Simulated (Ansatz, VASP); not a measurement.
CaO: VASP beside Ansatz

```
CELL_PARAMETERS angstrom
0.00000 2.38471 2.38471
2.38471 0.00000 2.38471
2.38471 2.38471 0.00000
ATOMIC_POSITIONS crystal
Ca 0.00000 0.00000 0.00000
O 0.50000 0.50000 0.50000
```

Alike in both runs: task single point; functional PBEsol; k mesh 6 × 6 × 6; occupations gaussian, width 0.05 eV; no spin polarisation.

```csv
,VASP,Ansatz
version,VASP 6.6.1,Ansatz 0.2.0
potentials or method,"VASP PAW PBE potentials, release 64 (Ca_sv, O), cutoff 600 eV","scalar-relativistic, plane waves, PAW"
valence electrons in the cell,16,16
```

VASP gave:

```
gap on the k mesh at the Fermi level (eV) : 3.52
least direct gap on the mesh (eV)         : 3.90
pressure (GPa)                            : 0.4
```

Q: What did Ansatz give for the same quantities?

A: gap on the k mesh at the Fermi level (eV): 3.54; least direct gap on the mesh (eV): 3.92; pressure (GPa): -0.2.

VASP's potentials were made for PBE, not for PBEsol.
